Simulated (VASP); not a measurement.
Wanted: the native input for a VASP 6.6.1 run.

* Task: single point
* Functional: PBE
* Potentials or basis: VASP PAW PBE potentials, release 64 (B, N)
* Cutoff: 520 eV
* k mesh: 12 × 12 × 12
* Occupations: gaussian, width 0.02 eV
* Spin: no spin polarisation
* Dipole correction: no
* Further INCAR settings: ALGO = Normal; EDIFF = 1e-06; NBANDS = 11

The structure of BN lies in POSCAR:

```
BN
1.0
    1.2790718438      0.7163727308      3.4734763025
   -1.2790718438      0.7163727308      3.4734763025
    0.0000000000     -1.5339334938      3.4951463675
B N
1 1
Direct
    1.0356377229      1.0356377229      1.0002953323
    0.2967952771      0.2967952771      0.3321376677
```

This cell differs from its parent crystal: strained and its atoms moved.

These files were run (other wordings do the same):

INCAR

```
SYSTEM = BN
ALGO = Normal ; EDIFF = 1E-6
ENCUT = 520 ; GGA = PE
ISIF = 2 ; ISMEAR = 0
LASPH = .True. ; LCHARG = .False.
LREAL = .False. ; LWAVE = .False.
NBANDS = 11 ; NELM = 100
PREC = Accurate ; SIGMA = 0.02
```

KPOINTS

```
k-points
0
Gamma
  12 12 12
  0 0 0
```

Potentials or basis: VASP PAW PBE potentials, release 64 (B, N).

Command:

```console
$ cat potpaw_PBE.64/B/POTCAR potpaw_PBE.64/N/POTCAR > POTCAR
$ mpirun -np 1 vasp_std > vasp.out
```

It gave:

- Pressure: -23.0 GPa
- Largest force: 6.668 eV/Å
- Band gap on the k mesh: 1.18 eV, direct

Caveat: the cell differs from its parent crystal (strained and its atoms moved); forces of over 1 eV/Å act on the atoms, so gaps and moduli don't describe the material at rest.

Wall time 98 s on 1 thread of Intel(R) Xeon(R) Platinum 8559C (Emerald Rapids), on a shared host, peak memory 0.22 GiB.
